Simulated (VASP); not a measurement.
# Ta2Si2Ge (P-6m2) in VASP: relaxation of cell and atoms with PBE

Aim: the relaxation of cell and atoms of Ta2Si2Ge with PBE.

Everything below comes from runs of VASP 6.6.1. Logs are shortened: lines on timing, memory, paths and dates and some standing lists are left out, and cuts for length are marked.

## Step 1: The cell of the first run

Symmetry: P-6m2, No. 187, hexagonal system. The conventional cell has a = 3.625 Å, b = 3.625 Å, c = 7.519 Å, α = 90.00°, β = 90.00°, γ = 120.00°. Ta (site symmetry 3m) has 1 Ge at 1.79 Å and 3 Si at 2.25 Å within 2.4 Å. Si (site symmetry 3m) has 3 Ta at 2.25 Å and 1 Si at 2.29 Å within 3.0 Å. Ge (site symmetry -6m2) has 2 Ta at 1.79 Å within 2.4 Å.

The cell was generated, and may not be a known phase.

## Step 2: Relaxation of cell and atoms, PBE

The input, INCAR:

```
SYSTEM = Ta2Si2Ge
PREC = Accurate ; ENCUT = 550
EDIFF = 1E-7 ; ISMEAR = 0
SIGMA = 0.1 ; LREAL = .FALSE.
LASPH = .TRUE. ; NELM = 120
ALGO = Normal ; ISIF = 3
LWAVE = .FALSE. ; LCHARG = .FALSE.
GGA = PE ; IBRION = 2
NSW = 90 ; EDIFFG = -0.04
GGA_COMPAT = .FALSE. ; NELMIN = 4
```

The input, KPOINTS:

```
Automatic mesh
0
G
  6 6 2
  0 0 0
```

The input, POSCAR:

```
Ta2Si2Ge
1.0
    3.6245693900      0.0000000000      0.0000000000
   -1.8122847000      3.1389691700      0.0000000000
    0.0000000000      0.0000000000      7.5190498900
Ta Si Ge
2 2 1
Direct
    0.3333333300      0.6666666700      0.2375409800
    0.3333333300      0.6666666700      0.7624590200
    0.6666666700      0.3333333300      0.3478088000
    0.6666666700      0.3333333300      0.6521912000
    0.3333333300      0.6666666700      0.0000000000
```

Potentials or basis: VASP PAW PBE potentials, release 64 (Ta_sv_GW, Si, Ge_d).

Started as:

```bash
$ cat potpaw_PBE.64/Ta_sv_GW/POTCAR potpaw_PBE.64/Si/POTCAR potpaw_PBE.64/Ge_d/POTCAR > POTCAR
$ mpirun -np 1 vasp_std > vasp.out
```

OUTCAR:

```text
SYSTEM = Ta2Si2Ge
   PREC = Accurate
   ENCUT = 550
   EDIFF = 1E-7
   ISMEAR = 0
   LREAL = .FALSE.
   LASPH = .TRUE.
   NELM = 120
   ISIF = 3
   GGA = PE
   IBRION = 2
   NSW = 90
   EDIFFG = -0.04
   NELMIN = 4

 ion  position               nearest neighbor table
   1  0.333  0.667  0.238-   5 1.79   3 2.25   3 2.25   3 2.25
   2  0.333  0.667  0.762-   5 1.79   4 2.25   4 2.25   4 2.25
   3  0.667  0.333  0.348-   1 2.25   1 2.25   1 2.25   4 2.29
   4  0.667  0.333  0.652-   2 2.25   2 2.25   2 2.25   3 2.29
   5  0.333  0.667  0.000-   1 1.79   2 1.79

  LATTYP: Found a hexagonal cell.
 ALAT       =     3.6245693900
 C/A-ratio  =     2.0744670831

  Lattice vectors:

 A1 = (   3.6245693900,   0.0000000000,   0.0000000000)
 A2 = (  -1.8122847000,   3.1389691700,   0.0000000000)
 A3 = (   0.0000000000,   0.0000000000,   7.5190498900)

Analysis of symmetry for initial positions (statically):
=====================================================================
 Subroutine PRICEL returns:
 Original cell was already a primitive cell.

 Routine SETGRP: Setting up the symmetry group for a
 hexagonal supercell.

 Subroutine GETGRP returns: Found 12 space group operations
 (whereof 12 operations were pure point group operations)
 out of a pool of 24 trial point group operations.

The static configuration has the point symmetry D_3h.

Analysis of symmetry for dynamics (positions and initial velocities):
=====================================================================
 Subroutine PRICEL returns:
 Original cell was already a primitive cell.

 Routine SETGRP: Setting up the symmetry group for a
 hexagonal supercell.

 Subroutine GETGRP returns: Found 12 space group operations
 (whereof 12 operations were pure point group operations)
 out of a pool of 24 trial point group operations.

The dynamic configuration has the point symmetry D_3h.

 Subroutine INISYM returns: Found 12 space group operations
 (whereof 12 operations are pure point group operations),
 and found     1 'primitive' translations

----------------------------------------------------------------------------------------

                                     Primitive cell

  volume of cell :      85.5473

  direct lattice vectors                    reciprocal lattice vectors
     3.624569390  0.000000000  0.000000000     0.275894842  0.159287962  0.000000000
    -1.812284700  3.138969170  0.000000000     0.000000000  0.318575923  0.000000000
[... 73 lines left out ...]
   ICHARG =      2    charge: 1-file 2-atom 10-const
   ISPIN  =      1    spin polarized calculation?
   LNONCOLLINEAR =      F non collinear calculations
   LSORBIT =      F    spin-orbit coupling
   LASPH  =      T    aspherical Exc in radial PAW
   ENCUT  =  550.0 eV  40.42 Ry    6.36 a.u.   6.93  6.93 14.38*2*pi/ulx,y,z
   NELM   =    120;   NELMIN=  4; NELMDL= -5     # of ELM steps
   EDIFF  = 0.1E-06   stopping-criterion for ELM
   LREAL  =      F    real-space projection
   EDIFFG = -.4E-01   stopping-criterion for IOM
   NSW    =     90    number of steps for IOM
   IBRION =      2    ionic relax: 0-MD 1-quasi-New 2-CG
   NFREE  =      1    steps in history (QN), initial steepest desc. (CG)
   ISIF   =      3    stress and relaxation
   ISYM   =      2    0-nonsym 1-usesym 2-fastsym
   POTIM  = 0.5000    time-step for ionic-motion
   TEBEG  =    0.0;   TEEND  =   0.0 temperature during run
   PSTRESS=    0.0 pullay stress
   NELECT =      48.0000    total number of electrons
   NUPDOWN=      -1.0000    fix difference up-down
   EMIN   =  10.00;   EMAX   =-10.00  energy-range for DOS
   EFERMI =   0.00;   METHOD = LEGACY
   ISMEAR =     0;   SIGMA  =   0.10  broadening in eV -4-tet -1-fermi 0-gaus
   EFERMI_NEDOS =   21; number of points for ismear=-14 and -15
   IALGO  =     38    algorithm
   IMIX   =      4    mixing-type and parameters
     AMIX     =   0.40;   BMIX     =  1.00
     AMIX_MAG =   1.60;   BMIX_MAG =  1.00
  volume/ion in A,a.u.               =      17.11       115.46
  Fermi-wavevector in a.u.,A,eV,Ry     =   1.350267  2.551635 24.806440  1.823222
  Thomas-Fermi vector in A             =   2.477786
   LORBIT       =      0    0 simple, 1 ext, 2 COOP (PROOUT), +10 PAW based schemes
   GGA     = PE    functional components
   LHFCALC =     F    Hartree Fock is set to
   AEXX    =    0.0000 exact exchange contribution
   IVDW    =     0    specifies the selected vdW correction
   LEPSILON=     F    determine dielectric tensor
   LRPA    =     F    only Hartree local field effects (RPA)
 conjugate gradient relaxation of ions
 non-spin polarized calculation
 Gauss-broadening in eV      SIGMA  =   0.10
  energy-cutoff  :      550.00
  volume of cell :       85.55
 maximum number of plane-waves:      2528
 NGX is ok and might be reduce to    28
   NGX = 13   NGY = 13   NGZ = 29

--------------------------------------- Ionic step        1  -------------------------------------------

 number of electron      48.0000003 magnetization

 Free energy of the ion-electron system (eV)
  ---------------------------------------------------
  ext. energy  EPLUGINS =         0.00000000
  ---------------------------------------------------
  free energy    TOTEN  =       -21.96187801 eV

  energy without entropy =      -21.94899963  energy(sigma->0) =      -21.95543882

------------------------ aborting loop because EDIFF is reached ----------------------------------------

  FORCE on cell =-STRESS in cart. coord.  units (eV):
  Direction    XX          YY          ZZ          XY          YZ          ZX
  --------------------------------------------------------------------------------------
  -------------------------------------------------------------------------------------
  Total       19.1672494     19.1672494    121.9255633     -0.0000000      0.0000000     -0.0000000
  in kB      358.9747825    358.9747826   2283.4889700     -0.0000006      0.0000000     -0.0000000
  external PRESSURE =    1000.4795117 kB  Pullay stress =       0.0000000 kB
[... 983 lines left out ...]
     27       7.1318      0.00000
     28       7.4004      0.00000

[... ionic steps 4 to 54 ...]

--------------------------------------- Ionic step       55  -------------------------------------------

 number of electron      47.9999990 magnetization

------------------------ aborting loop because EDIFF is reached ----------------------------------------
[... 73 lines left out ...]
--------------------------------------- Ionic step       57  -------------------------------------------

 number of electron      47.9999991 magnetization

 Free energy of the ion-electron system (eV)
  ---------------------------------------------------
  ext. energy  EPLUGINS =         0.00000000
  ---------------------------------------------------
  free energy    TOTEN  =       -40.99069209 eV

  energy without entropy =      -40.97474241  energy(sigma->0) =      -40.98271725

 E-fermi :   8.3956     XC(G=0): -11.3062

 val. band max:        8.3320673702   @ k =   0.1667   0.1667   0.5000
 cond. band min:       8.4568682589   @ k =   0.1667  -0.0000   0.0000
 fundamental gap:      0.1248008887
 Fermi energy:         8.3955904969
[... 464 lines left out ...]
  FREE ENERGIE OF THE ION-ELECTRON SYSTEM (eV)
  ---------------------------------------------------
  free  energy   TOTEN  =       -40.9906920863 eV

  energy  without entropy=      -40.9747424137  energy(sigma->0) =      -40.98271725

 reached required accuracy - stopping structural energy minimisation
```

It took 24 min on 1 thread of AMD EPYC 9R45 (Zen 5), shared host; peak memory 0.22 GiB.

What came out:

- Free energy: -40.9907 eV
- Relaxed volume: 18.72 Å³/atom
- Relaxed cell: a = 3.539 Å, b = 3.539 Å, c = 8.626 Å, α = 90.00°, β = 90.00°, γ = 120.00°
- Space group after relaxing (to 0.1 Å): P-6m2 (No. 187)
- Pressure after relaxing: 0.1 GPa
- Largest force after relaxing: 0.019 eV/Å
- Band gap on the k mesh: zero (bands 24 and 25 overlap by 0.67 eV)

Forces on the atoms (eV/Å):
```
Ta   0.000  0.000  0.019
Ta   0.000  0.000 -0.019
Si   0.000  0.000  0.003
Si   0.000  0.000 -0.003
Ge   0.000  0.000  0.000
```

Stress tensor (GPa, compression positive):
```
0.05 0.00 0.00
0.00 0.05 0.00
0.00 0.00 0.26
```

Final structure:
```
Ta Si Ge
1.0
     3.53949    0.00000    0.00000
    -1.76975    3.06529    0.00000
     0.00000    0.00000    8.62578
Ta Si Ge
2 2 1
Direct
  0.33333 0.66667 0.34579
  0.33333 0.66667 0.65421
  0.66667 0.33333 0.17167
  0.66667 0.33333 0.82833
  0.33333 0.66667 0.00000
```

Caveat: the k points lie up to 0.36 Å⁻¹ apart in the final cell, too coarse for converged energies and pressures of a metal; spin-orbit coupling is left out, which moves the levels of the heavy elements.

The gap in the log of VASP goes by the Fermi energy; the results here count the filled bands.